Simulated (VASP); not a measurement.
A run of VASP 6.6.1:

The input INCAR:

```
PREC     = Accurate       # precision mode
ENCUT    = 520            # plane-wave cutoff, eV
EDIFF    = 1E-6           # SCF threshold, eV
ISMEAR   = 0              # smearing method
SIGMA    = 0.1            # smearing width, eV
LREAL    = False          # projectors in reciprocal space
LASPH    = True           # aspherical terms in the spheres
NELM     = 60             # most SCF steps
ALGO     = Normal         # electronic algorithm
ISIF     = 2              # what is computed and relaxed
LWAVE    = False          # write WAVECAR
LCHARG   = False          # write CHGCAR
GGA      = PE             # functional
NBANDS   = 33             # bands
```

The input KPOINTS:

```
Automatic mesh
0
Gamma
  12 12 12
```

Contents of POSCAR:

```
TaN
1.0
    4.9203716179      0.0000000000      0.0000000000
   -2.4601858090      4.2611668172      0.0000000000
    0.0000000000      0.0000000000      2.8593612121
Ta N
3 3
Direct
    0.0000000000      0.0000000000      0.0000000000
    0.3333333333      0.6666666667      0.5000000000
    0.6666666667      0.3333333333      0.5000000000
    0.5000000000      0.0000000000      0.0000000000
    0.5000000000      0.5000000000      0.0000000000
    0.0000000000      0.5000000000      0.0000000000
```

Potentials or basis: VASP PAW PBE potentials, release 64 (Ta_pv, N).

Command:

```sh
$ cat potpaw_PBE.64/Ta_pv/POTCAR potpaw_PBE.64/N/POTCAR > POTCAR
$ mpirun -np 1 vasp_std > vasp.out
```

Hardware: 1 thread of Intel(R) Xeon(R) 6975P-C (Granite Rapids) (shared host).

Question: How long does it take, and how much memory?

Answer: Wall time 2.7 min on 1 thread of Intel(R) Xeon(R) 6975P-C (Granite Rapids), on a shared host, peak memory 0.33 GiB. Counts: scf iterations 14, k points 133.
